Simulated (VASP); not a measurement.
Set up this calculation in VASP 6.6.1, as the native input.

```
Task                   : single point
Functional             : PBE
Potentials or basis    : VASP PAW PBE potentials, release 64 (Se, Ga_d)
Cutoff                 : 520 eV
k mesh                 : 6 × 6 × 6
Occupations            : fermi-dirac, width 0.05 eV
Spin                   : no spin polarisation
Dipole correction      : no
Further INCAR settings : ALGO = Normal; EDIFF = 1e-06; NBANDS = 30
```

The structure of Ga3Se lies in POSCAR:

```
Ga3Se
1.0
    4.4027160164      0.0000000000      0.0000000000
    0.0000000000      4.4027160164      0.0000000000
    0.0000000000      0.0000000000      4.4027160164
Se Ga
1 3
Direct
    0.0000000000      0.0000000000      0.0000000000
    0.5000000000      0.5000000000      0.0000000000
    0.5000000000      0.0000000000      0.5000000000
    0.0000000000      0.5000000000      0.5000000000
```

These files were run (other wordings do the same):

INCAR

```
ALGO = Normal
EDIFF = 1E-6
ENCUT = 520
GGA = PE
ISIF = 2
ISMEAR = -1
LASPH = T
LCHARG = F
LREAL = F
LWAVE = F
NBANDS = 30
NELM = 100
PREC = Accurate
SIGMA = 0.05
```

KPOINTS

```
k-points
0
Gamma
  6 6 6
```

Potentials or basis: VASP PAW PBE potentials, release 64 (Se, Ga_d).

The run is started by

```sh
$ cat potpaw_PBE.64/Se/POTCAR potpaw_PBE.64/Ga_d/POTCAR > POTCAR
$ mpirun -np 1 vasp_std > vasp.out
```

Results of the run:

```
Pressure : 0.4 GPa
```

Run time: 21 s on 1 thread of Intel(R) Xeon(R) 6975P-C (Granite Rapids) (shared host), peak memory 0.21 GiB.
